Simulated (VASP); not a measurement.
Write the native input for VASP 6.6.1 that does the following.

| Property | Result |
| --- | --- |
| Task | single point |
| Functional | LDA |
| Potentials or basis | VASP PAW LDA potentials, release 64 (Pb_d, Se) |
| Cutoff | 520 eV |
| k mesh | 7 × 7 × 7 |
| Occupations | fermi-dirac, width 0.05 eV |
| Spin | no spin polarisation |
| Dipole correction | no |
| Further INCAR settings | ALGO = Normal; EDIFF = 1e-06; NBANDS = 17 |

The structure of PbSe lies in POSCAR:

```
PbSe
1.0
    3.6681896946      0.0000000000      0.0000000000
    0.0000000000      3.6681896946      0.0000000000
    0.0000000000      0.0000000000      3.6681896946
Pb Se
1 1
Direct
    0.0000000000      0.0000000000      0.0000000000
    0.5000000000      0.5000000000      0.5000000000
```

The input as run:

INCAR

```
  PREC = Accurate
  ENCUT = 520
  EDIFF = 1E-6
  ISMEAR = -1
  SIGMA = 0.05
  LREAL = False
  LASPH = True
  NELM = 100
  ALGO = Normal
  ISIF = 2
  LWAVE = False
  LCHARG = False
  GGA = CA
  NBANDS = 17
```

KPOINTS

```
Automatic mesh
0
Gamma
  7 7 7
```

Potentials or basis: VASP PAW LDA potentials, release 64 (Pb_d, Se).

Run with:

```sh
$ cat potpaw_LDA.64/Pb_d/POTCAR potpaw_LDA.64/Se/POTCAR > POTCAR
$ mpirun -np 1 vasp_std > vasp.out
```

Results of the run:

```yaml
Pressure: 0.1 GPa
Band_gap_on_the_k_mesh: zero (band 10 reaches 6.30 eV, above the bottom of band 11 at 5.81 eV)
```

Caveat: spin-orbit coupling is left out, which moves the levels of the heavy elements.

Wall time 8.3 s on 1 thread of Intel Xeon 6975P-C (shared host), peak memory 0.15 GiB.
